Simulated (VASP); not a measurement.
# InP (Fm-3m) in VASP: further runs, part 2 of 3

VASP 6.6.1. Earlier steps stand in the parts before.

**4. Electric field gradients, LDA**

This run uses another cell than the first one, of 23.27 Å³/atom.

The input, INCAR:

```
PREC = Accurate ; ENCUT = 520
EDIFF = 1E-8 ; ISMEAR = -1
SIGMA = 0.05 ; LREAL = False
LASPH = True ; NELM = 100
ALGO = Normal ; ISIF = 2
LWAVE = False ; LCHARG = False
LEFG = True ; NBANDS = 16
```

The input, KPOINTS:

```
Automatic mesh
0
Gamma
  11 11 11
```

The input, POSCAR:

```
InP
1.0
    0.0000000000      2.8550000000      2.8550000000
    2.8550000000      0.0000000000      2.8550000000
    2.8550000000      2.8550000000      0.0000000000
In P
1 1
Direct
    0.0000000000      0.0000000000      0.0000000000
    0.5000000000      0.5000000000      0.5000000000
```

Potentials or basis: VASP PAW LDA potentials, release 64 (In_d, P).

The run is started by

```sh
$ cat potpaw_LDA.64/In_d/POTCAR potpaw_LDA.64/P/POTCAR > POTCAR
$ mpirun -np 1 vasp_std > vasp.out
```

OUTCAR:

```text
PREC = Accurate
   ENCUT = 520
   EDIFF = 1E-8
   ISMEAR = -1
   LREAL = False
   LASPH = True
   NELM = 100
   ISIF = 2

 ion  position               nearest neighbor table
   1  0.000  0.000  0.000-   2 2.85   2 2.85   2 2.85   2 2.85   2 2.85   2 2.85
   2  0.500  0.500  0.500-   1 2.85   1 2.85   1 2.85   1 2.85   1 2.85   1 2.85

  LATTYP: Found a face centered cubic cell.
 ALAT       =     5.7100000000

  Lattice vectors:

 A1 = (   0.0000000000,   2.8550000000,   2.8550000000)
 A2 = (   2.8550000000,   0.0000000000,   2.8550000000)
 A3 = (   2.8550000000,   2.8550000000,   0.0000000000)

Analysis of symmetry for initial positions (statically):
=====================================================================
 Subroutine PRICEL returns:
 Original cell was already a primitive cell.

 Routine SETGRP: Setting up the symmetry group for a
 face centered cubic supercell.

 Subroutine GETGRP returns: Found 48 space group operations
 (whereof 48 operations were pure point group operations)
 out of a pool of 48 trial point group operations.

The static configuration has the point symmetry O_h .

Analysis of symmetry for dynamics (positions and initial velocities):
=====================================================================
 Subroutine PRICEL returns:
 Original cell was already a primitive cell.

 Routine SETGRP: Setting up the symmetry group for a
 face centered cubic supercell.

 Subroutine GETGRP returns: Found 48 space group operations
 (whereof 48 operations were pure point group operations)
 out of a pool of 48 trial point group operations.

The dynamic configuration has the point symmetry O_h .

 Subroutine INISYM returns: Found 48 space group operations
[... 150 lines left out ...]
 Fermi energy:         5.7413390622

 k-point     1 :       0.0000    0.0000    0.0000
  band No.  band energies     occupation
      1      -8.2860      2.00000
      2      -8.2860      2.00000
      3      -8.2672      2.00000
      4      -8.2672      2.00000
      5      -8.2672      2.00000
      6      -5.5995      2.00000
[... 433 lines left out ...]
      3      -8.2642      2.00000
      4      -8.2402      2.00000
      5      -8.2296      2.00000
      6      -4.6435      2.00000
[... 8 lines left out ...]
     15      15.2906      0.00000
     16      16.5057      0.00000

 [... further k-points ...]
[... 5 lines left out ...]
  --------------------------------------------------------------------------------------
  -------------------------------------------------------------------------------------
  Total       -2.8049317     -2.8049317     -2.8049317      0.0000000      0.0000000     -0.0000000
  in kB      -96.5571730    -96.5571730    -96.5571730      0.0000000      0.0000000     -0.0000000
  external PRESSURE =     -96.5571730 kB  Pullay stress =       0.0000000 kB

 VOLUME and BASIS-vectors are now :
 -----------------------------------------------------------------------------
  energy-cutoff  :      520.00
  volume of cell :       46.54
      direct lattice vectors                 reciprocal lattice vectors
     0.000000000  2.855000000  2.855000000    -0.175131349  0.175131349  0.175131349
     2.855000000  0.000000000  2.855000000     0.175131349 -0.175131349  0.175131349
     2.855000000  2.855000000  0.000000000     0.175131349  0.175131349 -0.175131349

 POSITION                                       TOTAL-FORCE (eV/Angst)
 -----------------------------------------------------------------------------------
      0.00000      0.00000      0.00000         0.000000      0.000000     -0.000000
      2.85500      2.85500      2.85500         0.000000     -0.000000      0.000000
 -----------------------------------------------------------------------------------
    total drift:                               -0.000000      0.000000      0.000000

  FREE ENERGIE OF THE ION-ELECTRON SYSTEM (eV)
  ---------------------------------------------------
  free  energy   TOTEN  =        -9.0916309019 eV

  energy  without entropy=       -9.0838740336  energy(sigma->0) =       -9.08775247

 Electric field gradients (V/A^2)
---------------------------------------------------------------------
 ion       V_xx      V_yy      V_zz      V_xy      V_xz      V_yz
---------------------------------------------------------------------
   1       0.000    -0.000    -0.000    -0.001    -0.001    -0.001
   2      -0.000     0.000     0.000    -0.000    -0.000    -0.000
---------------------------------------------------------------------

 Electric field gradients after diagonalization (V/A^2)
 (convention: |V_zz| > |V_xx| > |V_yy|)
----------------------------------------------------------------------
 ion       V_xx      V_yy      V_zz     asymmetry (V_yy - V_xx)/ V_zz
----------------------------------------------------------------------
   1       0.001     0.001    -0.002       0.000
   2       0.000     0.000    -0.000       0.000
----------------------------------------------------------------------

           NMR quadrupolar parameters

 Cq : quadrupolar parameter    Cq=e*Q*V_zz/h
 eta: asymmetry parameters     (V_yy - V_xx)/ V_zz
 Q  : nuclear electric quadrupole moment in mb (millibarn)
----------------------------------------------------------------------
 ion       Cq(MHz)       eta       Q (mb)
----------------------------------------------------------------------
   1      -0.000       0.000       1.000
   2      -0.000       0.000       1.000
----------------------------------------------------------------------
```

OSZICAR:

```text
N       E                     dE             d eps       ncg     rms          rms(c)
DAV:   1     0.107020297525E+03    0.10702E+03   -0.82854E+03  1800   0.129E+03
DAV:   2    -0.239348336230E+01   -0.10941E+03   -0.10460E+03  2016   0.299E+02
DAV:   3    -0.917516509604E+01   -0.67817E+01   -0.67138E+01  2384   0.718E+01
DAV:   4    -0.934518480195E+01   -0.17002E+00   -0.16994E+00  2152   0.119E+01
DAV:   5    -0.935384266022E+01   -0.86579E-02   -0.86576E-02  2696   0.246E+00    0.412E+00
DAV:   6    -0.910502206013E+01    0.24882E+00   -0.46975E-01  2696   0.102E+01    0.232E+00
DAV:   7    -0.909489595398E+01    0.10126E-01   -0.45559E-02  2440   0.158E+00    0.101E+00
DAV:   8    -0.909169461159E+01    0.32013E-02   -0.35912E-03  2128   0.658E-01    0.867E-02
DAV:   9    -0.909162890453E+01    0.65707E-04   -0.18494E-04  2824   0.175E-01    0.604E-02
DAV:  10    -0.909163095612E+01   -0.20516E-05   -0.17509E-05  2152   0.325E-02    0.183E-02
DAV:  11    -0.909163090843E+01    0.47695E-07   -0.18925E-06  2568   0.130E-02    0.333E-03
DAV:  12    -0.909163090440E+01    0.40309E-08   -0.23890E-07  2392   0.787E-03    0.136E-03
DAV:  13    -0.909163090192E+01    0.24750E-08   -0.10165E-08  1488   0.155E-03
   1 F= -.90916309E+01 E0= -.90877525E+01  d E =-.775687E-02
```

Run time: 64 s. Hardware: 1 thread of Intel Xeon 8259CL, shared host; peak memory 0.17 GiB.

What came out:

```yaml
Free_energy: -9.0916 eV
Pressure: -9.7 GPa
Band_gap_on_the_k_mesh: zero (bands 9 and 10 overlap by 2.33 eV)
Largest_electric_field_gradient_by_atom: zero within the noise of the run
```

Caveat: the cell stands under tension; spin-orbit coupling is left out, which moves the levels of the heavy elements.

**5. Electric field gradients, LDA**

This run uses another cell than the first one, of 23.27 Å³/atom.

The input, INCAR:

```
SYSTEM = InP
PREC     = Accurate       ! precision mode
ENCUT    = 520            ! plane-wave cutoff, eV
EDIFF    = 1E-8           ! SCF threshold, eV
ISMEAR   = -1             ! smearing method
SIGMA    = 0.05           ! smearing width, eV
LREAL    = .False.        ! projectors in reciprocal space
LASPH    = .True.         ! aspherical terms in the spheres
NELM     = 80             ! most SCF steps
ALGO     = Normal         ! electronic algorithm
ISIF     = 2              ! what is computed and relaxed
LWAVE    = .False.        ! write WAVECAR
LCHARG   = .False.        ! write CHGCAR
GGA      = CA             ! functional
LEFG     = .True.       
NBANDS   = 16             ! bands
```

The input, KPOINTS:

```
regular mesh
0
Gamma
  11 11 11
  0 0 0
```

POSCAR is that of step 4.

Potentials or basis: VASP PAW LDA potentials, release 64 (In_d, P).

The run is started by

```sh
$ cat potpaw_LDA.64/In_d/POTCAR potpaw_LDA.64/P/POTCAR > POTCAR
$ mpirun -np 1 vasp_std > vasp.out
```

OUTCAR:

```text
SYSTEM = InP
   PREC = Accurate
   ENCUT = 520
   EDIFF = 1E-8
   ISMEAR = -1
   LREAL = .False.
   LASPH = .True.
   NELM = 80
   ISIF = 2
   GGA = CA

 ion  position               nearest neighbor table
   1  0.000  0.000  0.000-   2 2.85   2 2.85   2 2.85   2 2.85   2 2.85   2 2.85
   2  0.500  0.500  0.500-   1 2.85   1 2.85   1 2.85   1 2.85   1 2.85   1 2.85

  LATTYP: Found a face centered cubic cell.
 ALAT       =     5.7100000000

  Lattice vectors:

 A1 = (   0.0000000000,   2.8550000000,   2.8550000000)
 A2 = (   2.8550000000,   0.0000000000,   2.8550000000)
 A3 = (   2.8550000000,   2.8550000000,   0.0000000000)

Analysis of symmetry for initial positions (statically):
=====================================================================
 Subroutine PRICEL returns:
 Original cell was already a primitive cell.

 Routine SETGRP: Setting up the symmetry group for a
 face centered cubic supercell.

 Subroutine GETGRP returns: Found 48 space group operations
 (whereof 48 operations were pure point group operations)
 out of a pool of 48 trial point group operations.

The static configuration has the point symmetry O_h .

Analysis of symmetry for dynamics (positions and initial velocities):
=====================================================================
 Subroutine PRICEL returns:
 Original cell was already a primitive cell.

 Routine SETGRP: Setting up the symmetry group for a
 face centered cubic supercell.

 Subroutine GETGRP returns: Found 48 space group operations
 (whereof 48 operations were pure point group operations)
 out of a pool of 48 trial point group operations.

The dynamic configuration has the point symmetry O_h .

 Subroutine INISYM returns: Found 48 space group operations
 (whereof 48 operations are pure point group operations),
 and found     1 'primitive' translations

----------------------------------------------------------------------------------------

                                     Primitive cell

  volume of cell :      46.5424

  direct lattice vectors                    reciprocal lattice vectors
     0.000000000  2.855000000  2.855000000    -0.175131349  0.175131349  0.175131349
     2.855000000  0.000000000  2.855000000     0.175131349 -0.175131349  0.175131349
     2.855000000  2.855000000  0.000000000     0.175131349  0.175131349 -0.175131349

  length of vectors
     4.037579721  4.037579721  4.037579721     0.303336394  0.303336394  0.303336394

  position of ions in fractional coordinates (direct lattice)
     0.000000000  0.000000000  0.000000000
     0.500000000  0.500000000  0.500000000

  ion indices of the primitive-cell ions
   primitive index   ion index
                 1           1
                 2           2

----------------------------------------------------------------------------------------

 KPOINTS: regular mesh

Automatic generation of k-mesh.
 Grid dimensions read from file:
 generate k-points for:   11   11   11

[... 65 lines left out ...]
   EDIFFG = 0.1E-06   stopping-criterion for IOM
   NSW    =      0    number of steps for IOM
   IBRION =     -1    ionic relax: 0-MD 1-quasi-New 2-CG
   NFREE  =      0    steps in history (QN), initial steepest desc. (CG)
   ISIF   =      2    stress and relaxation
   ISYM   =      2    0-nonsym 1-usesym 2-fastsym
   POTIM  = 0.5000    time-step for ionic-motion
   TEBEG  =    0.0;   TEEND  =   0.0 temperature during run
   PSTRESS=    0.0 pullay stress
   NELECT =      18.0000    total number of electrons
   NUPDOWN=      -1.0000    fix difference up-down
   EMIN   =  10.00;   EMAX   =-10.00  energy-range for DOS
   EFERMI =   0.00;   METHOD = LEGACY
   ISMEAR =    -1;   SIGMA  =   0.05  broadening in eV -4-tet -1-fermi 0-gaus
   EFERMI_NEDOS =   21; number of points for ismear=-14 and -15
   IALGO  =     38    algorithm
   IMIX   =      4    mixing-type and parameters
     AMIX     =   0.40;   BMIX     =  1.00
     AMIX_MAG =   1.60;   BMIX_MAG =  1.00
  volume/ion in A,a.u.               =      23.27       157.04
  Fermi-wavevector in a.u.,A,eV,Ry     =   1.192750  2.253971 19.356375  1.422653
  Thomas-Fermi vector in A             =   2.328781
   LORBIT       =      0    0 simple, 1 ext, 2 COOP (PROOUT), +10 PAW based schemes
   GGA     = CA    functional components
   LHFCALC =     F    Hartree Fock is set to
   AEXX    =    0.0000 exact exchange contribution
   IVDW    =     0    specifies the selected vdW correction
   LEPSILON=     F    determine dielectric tensor
   LRPA    =     F    only Hartree local field effects (RPA)
 non-spin polarized calculation
  energy-cutoff  :      520.00
  volume of cell :       46.54
 maximum number of plane-waves:      1273
 NGX is ok and might be reduce to    30
   NGX = 15   NGY = 15   NGZ = 15

 number of electron      17.9999993 magnetization

 Free energy of the ion-electron system (eV)
  ---------------------------------------------------
  ext. energy  EPLUGINS =         0.00000000
  ---------------------------------------------------
  free energy    TOTEN  =        -9.09163090 eV

  energy without entropy =       -9.08387403  energy(sigma->0) =       -9.08775247

 E-fermi :   5.7413     XC(G=0): -10.2286

 val. band max:        5.7259788125   @ k =  -0.4545   0.0909   0.0000
 cond. band min:       5.7719898853   @ k =  -0.0909   0.0909   0.0000
 fundamental gap:      0.0460110728
 Fermi energy:         5.7413390622

 k-point     1 :       0.0000    0.0000    0.0000
  band No.  band energies     occupation
      1      -8.2860      2.00000
      2      -8.2860      2.00000
      3      -8.2672      2.00000
      4      -8.2672      2.00000
      5      -8.2672      2.00000
      6      -5.5995      2.00000
[... 433 lines left out ...]
      3      -8.2642      2.00000
      4      -8.2402      2.00000
      5      -8.2296      2.00000
      6      -4.6435      2.00000
[... 8 lines left out ...]
     15      15.2906      0.00000
     16      16.5057      0.00000

 [... further k-points ...]
[... 5 lines left out ...]
  --------------------------------------------------------------------------------------
  -------------------------------------------------------------------------------------
  Total       -2.8049317     -2.8049317     -2.8049317      0.0000000      0.0000000     -0.0000000
  in kB      -96.5571730    -96.5571730    -96.5571730      0.0000000      0.0000000     -0.0000000
  external PRESSURE =     -96.5571730 kB  Pullay stress =       0.0000000 kB

 VOLUME and BASIS-vectors are now :
 -----------------------------------------------------------------------------
  energy-cutoff  :      520.00
  volume of cell :       46.54
      direct lattice vectors                 reciprocal lattice vectors
     0.000000000  2.855000000  2.855000000    -0.175131349  0.175131349  0.175131349
     2.855000000  0.000000000  2.855000000     0.175131349 -0.175131349  0.175131349
     2.855000000  2.855000000  0.000000000     0.175131349  0.175131349 -0.175131349

 POSITION                                       TOTAL-FORCE (eV/Angst)
 -----------------------------------------------------------------------------------
      0.00000      0.00000      0.00000         0.000000      0.000000     -0.000000
      2.85500      2.85500      2.85500         0.000000     -0.000000      0.000000
 -----------------------------------------------------------------------------------
    total drift:                               -0.000000      0.000000      0.000000

  FREE ENERGIE OF THE ION-ELECTRON SYSTEM (eV)
  ---------------------------------------------------
  free  energy   TOTEN  =        -9.0916309019 eV

  energy  without entropy=       -9.0838740336  energy(sigma->0) =       -9.08775247

 Electric field gradients (V/A^2)
---------------------------------------------------------------------
 ion       V_xx      V_yy      V_zz      V_xy      V_xz      V_yz
---------------------------------------------------------------------
   1       0.000    -0.000    -0.000    -0.001    -0.001    -0.001
   2      -0.000     0.000     0.000    -0.000    -0.000    -0.000
---------------------------------------------------------------------

 Electric field gradients after diagonalization (V/A^2)
 (convention: |V_zz| > |V_xx| > |V_yy|)
----------------------------------------------------------------------
 ion       V_xx      V_yy      V_zz     asymmetry (V_yy - V_xx)/ V_zz
----------------------------------------------------------------------
   1       0.001     0.001    -0.002       0.000
   2       0.000     0.000    -0.000       0.000
----------------------------------------------------------------------

           NMR quadrupolar parameters

 Cq : quadrupolar parameter    Cq=e*Q*V_zz/h
 eta: asymmetry parameters     (V_yy - V_xx)/ V_zz
 Q  : nuclear electric quadrupole moment in mb (millibarn)
----------------------------------------------------------------------
 ion       Cq(MHz)       eta       Q (mb)
----------------------------------------------------------------------
   1      -0.000       0.000       1.000
   2      -0.000       0.000       1.000
----------------------------------------------------------------------
```

Run time: 69 s. Hardware: 1 thread of Intel Xeon 8259CL, shared host; peak memory 0.17 GiB.

What came out:

```yaml
Free_energy: -9.0916 eV
Pressure: -9.7 GPa
Band_gap_on_the_k_mesh: zero (bands 9 and 10 overlap by 2.33 eV)
Largest_electric_field_gradient_by_atom: zero within the noise of the run
```

Levels at points of the mesh, in eV from the Fermi level:
```csv
k point,band 5,band 6,band 7,band 8,band 9,band 10,band 11,band 12,band 13,band 14
"(0.00, 0.00, 0.00)",-14.01,-11.34,-0.30,-0.19,-0.19,-0.19,7.11,7.11,7.11,7.77
```

Caveat: the cell stands under tension; spin-orbit coupling is left out, which moves the levels of the heavy elements.

(Part 2 of 3 ends here.)
